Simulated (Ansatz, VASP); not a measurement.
# One calculation of GaAs, two programs

INCAR

```
SYSTEM = GaAs
PREC = Accurate
ENCUT = 520
EDIFF = 1E-6
ISMEAR = 0
SIGMA = 0.05
LREAL = .False.
LASPH = .True.
NELM = 60
ALGO = Normal
ISIF = 2
LWAVE = .False.
LCHARG = .True.
GGA = PE
LELF = .True.
LVHAR = .True.
NBANDS = 16
```

The input KPOINTS:

```
Automatic mesh
0
Gamma
  10 10 10
  0 0 0
```

The input POSCAR:

```
GaAs
1.0
    0.0000000000      2.8268500000      2.7985815000
    2.8268500000      0.0000000000      2.7985815000
    2.8268500000      2.8268500000      0.0000000000
Ga As
1 1
Direct
    0.0000000000      0.0000000000      0.0000000000
    0.7500000000      0.7500000000      0.7500000000
```

Input for Ansatz:

```yaml
crystal:
  lattice:
    - [0.0, 2.82685, 2.7985815]
    - [2.82685, 0.0, 2.7985815]
    - [2.82685, 2.82685, 0.0]
  atoms:
    - { symbol: Ga, position: [0.0, 0.0, 0.0] }
    - { symbol: As, position: [0.75, 0.75, 0.75] }
basis:
  ecutwfc: 420
kpoints:
  mp_grid: { grid: [10, 10, 10] }
hamiltonian:
  xc: pbe
scf:
  occupations: { method: gaussian, width: 0.05 }
output:
  forces: true
  stress: true
  eigenvalues: true
```

Change from the starting cell: strain -0.0100 x Voigt [0, 0, 1, 0, 0, 0], atoms carried along.

Alike in both runs: task single point; functional PBE; k mesh 10 × 10 × 10; occupations gaussian, width 0.05 eV; no spin polarisation.

|  | VASP | Ansatz |
| --- | --- | --- |
| version | VASP 6.6.1 | Ansatz 0.2.0 |
| potentials or method | VASP PAW PBE potentials, release 64 (Ga_d, As), cutoff 520 eV | scalar-relativistic, plane waves, PAW |
| valence electrons in the cell | 18 | 28 |

Ansatz gave:

```
gap on the k mesh at the Fermi level (eV)                     : 0.55
least direct gap on the mesh (eV)                             : 0.55
pressure (GPa)                                                : 4.1
traceless stress, the component that is largest in VASP (GPa) : 0.39
```

Question: Estimate VASP's values.

Answer: gap on the k mesh at the Fermi level (eV): 0.56; least direct gap on the mesh (eV): 0.56; pressure (GPa): 4.2; traceless stress, the component that is largest in VASP (GPa): 0.39.

The functional is the same, so the differences come from potentials, cutoffs and numerics. VASP's potentials hold 18 valence electrons a cell and Ansatz's 28, so a difference there can come from the potentials and not from the codes.
